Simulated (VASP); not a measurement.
AlSi23HO48 (a cell with a defect), 73 atoms in the cell. The cell holds a defect, 73 atoms: a = 9.832 Å, b = 9.832 Å, c = 10.818 Å, α = 90.00°, β = 90.00°, γ = 120.00°. 

| Quantity | Value |
| --- | --- |
| Program | VASP 6.6.1 |
| Task | single point |
| Functional | r2SCAN |
| Potentials or basis | VASP PAW PBE potentials, release 64 (Si, O, Al, H) |
| Cutoff | 520 eV |
| k mesh | 1 × 1 × 1 |
| Occupations | gaussian, width 0.02 eV |
| Spin | no spin polarisation |
| Dipole correction | no |
| Further INCAR settings | LREAL = Auto; ALGO = Normal; EDIFF = 1e-07; NBANDS = 234 |

Potentials or basis: VASP PAW PBE potentials, release 64 (Si, O, Al, H).

Command:

```sh
$ cat potpaw_PBE.64/Si/POTCAR potpaw_PBE.64/O/POTCAR potpaw_PBE.64/Al/POTCAR potpaw_PBE.64/H/POTCAR > POTCAR
$ cp INCAR.step1 INCAR
$ mpirun -np 1 vasp_gam > vasp.out
$ cp INCAR.step2 INCAR
$ mpirun -np 1 vasp_gam > vasp.out
```

Hardware: 1 thread of Intel(R) Xeon(R) Platinum 8259CL CPU @ 2.50GHz (Skylake/Cascade Lake), on a shared host.

**Question.** How long does it take, and how much memory?

**Answer.** Run time: 37 min on 1 thread of Intel(R) Xeon(R) Platinum 8259CL CPU @ 2.50GHz (Skylake/Cascade Lake) (shared host), peak memory 1.1 GiB. Counts: k points 1.
